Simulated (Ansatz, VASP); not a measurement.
# One calculation of Hg, two programs

The input INCAR:

```
SYSTEM = Hg
  ALGO = Normal
  EDIFF = 1E-7
  ENCUT = 520
  GGA = PS
  ISIF = 2
  ISMEAR = -1
  LASPH = .TRUE.
  LCHARG = .FALSE.
  LREAL = .FALSE.
  LWAVE = .FALSE.
  NBANDS = 32
  NELM = 100
  PREC = Accurate
  SIGMA = 0.1
```

File KPOINTS:

```
k-points
0
G
  13 13 4
  0 0 0
```

POSCAR

```
Hg
1.0
    3.2316505447      0.0000000000      0.0000000000
   -1.6158252723      2.7986914679      0.0000000000
    0.0000000000      0.0000000000     10.7985102391
Hg
4
Direct
    0.0000000000      1.0000000000      1.0000000000
    0.0000000000      1.0000000000      0.5000000000
    0.3333333333      0.6666666667      0.2500000000
    0.6666666667      0.3333333333      0.7500000000
```

Input for Ansatz:

```yaml
crystal:
  lattice:
    - [3.2316505447, 0.0, 0.0]
    - [-1.6158252723, 2.7986914679, 0.0]
    - [0.0, 0.0, 10.7985102391]
  atoms:
    - { symbol: Hg, position: [0.0, 1.0, 1.0] }
    - { symbol: Hg, position: [0.0, 1.0, 0.5] }
    - { symbol: Hg, position: [0.3333333333, 0.6666666667, 0.25] }
    - { symbol: Hg, position: [0.6666666667, 0.3333333333, 0.75] }
hamiltonian:
  xc: pbesol
  pseudopotentials:
    kind: paw
    azcp:
      Hg: "pseudopotentials/Hg.paw.azcp"
basis:
  ecutwfc: 420
  fft_grid_basis: typed
kpoints:
  mp_grid: { grid: [13, 13, 4], shift: [0, 0, 0] }
magnetization:
  spin_polarized: false
scf:
  occupations: { method: fermi_dirac, width: 0.1 }
  lower_state_search: "off"
output:
  stress: true
  write_density: true
  write_potential: true
  elf: true
  volumetric_format: npy
```

Alike in both runs: task single point; functional PBEsol; k mesh 13 × 13 × 4; occupations fermi-dirac, width 0.1 eV; no spin polarisation.

```csv
,VASP,Ansatz
version,VASP 6.6.1,Ansatz 0.2.0
potentials or method,"VASP PAW PBE potentials, release 64 (Hg), cutoff 520 eV","plane waves (420 eV) with PAW, scalar-relativistic"
valence electrons in the cell,48,80
```

```tsv
	VASP	Ansatz	Ansatz less VASP
pressure (GPa)	-0.6	-0.9	-0.28
traceless stress, the component that is largest in VASP (GPa)	-0.44	-0.42	+0.028
```

VASP's potentials were made for PBE, not for PBEsol, and Ansatz warns of the same on its side. VASP's potentials hold 48 valence electrons a cell and Ansatz's 80, so a difference there can come from the potentials and not from the codes.

Neither program's run includes spin-orbit coupling.
